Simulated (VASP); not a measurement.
Set up this calculation in VASP 6.6.1, as the native input.

| Property | Result |
| --- | --- |
| Task | single point |
| Functional | PBE |
| Potentials or basis | VASP PAW PBE potentials, release 64 (Cu, Cl) |
| Cutoff | 520 eV |
| k mesh | 6 × 6 × 1 |
| Occupations | gaussian, width 0.1 eV |
| Spin | no spin polarisation |
| Dipole correction | yes |
| Further INCAR settings | ALGO = Normal; EDIFF = 1e-06; NBANDS = 82 |

The structure of Cu12Cl lies in POSCAR:

```
Cu12Cl
1.0
    5.1319544695      0.0000000000      0.0000000000
   -2.5659772347      4.4444029416      0.0000000000
    0.0000000000      0.0000000000     19.6215699677
Cu Cl
12 1
Direct
    0.3333333333      0.1666666667      0.2038572860
    0.3333333333      0.6666666667      0.2038572860
    0.8333333333      0.1666666667      0.2038572860
    0.8333333333      0.6666666667      0.2038572860
    0.1666666667      0.3333333333      0.3088787987
    0.1666666667      0.8333333333      0.3088787987
    0.6666666667      0.3333333333      0.3088787987
    0.6666666667      0.8333333333      0.3088787987
    0.0000000000      0.0000000000      0.4139103028
    0.0000000000      0.5000000000      0.4139103028
    0.5000000000      0.0000000000      0.4139103028
    0.5000000000      0.5000000000      0.4139103028
    0.0000000000      0.0833333333      0.5226655261
```

One way to write it, as run:

INCAR

```
ALGO = Normal ; DIPOL = 0.5 0.5 0.325
EDIFF = 1E-6 ; ENCUT = 520
GGA = PE ; IDIPOL = 3
ISIF = 2 ; ISMEAR = 0
LASPH = T ; LCHARG = F
LDIPOL = T ; LREAL = F
LWAVE = F ; NBANDS = 82
NELM = 60 ; PREC = Accurate
SIGMA = 0.1
```

KPOINTS

```
k-points
0
Gamma
  6 6 1
```

Potentials or basis: VASP PAW PBE potentials, release 64 (Cu, Cl).

Command:

```bash
$ cat potpaw_PBE.64/Cu/POTCAR potpaw_PBE.64/Cl/POTCAR > POTCAR
$ mpirun -np 1 vasp_std > vasp.out
```

It gave:

* Largest force: 0.259 eV/Å
* Band gap on the k mesh: zero (an odd number of electrons rules out a gap without spin polarisation)

Run time: 31 min on 1 thread of Intel(R) Xeon(R) Platinum 8488C (Sapphire Rapids), on a shared host, peak memory 0.86 GiB.
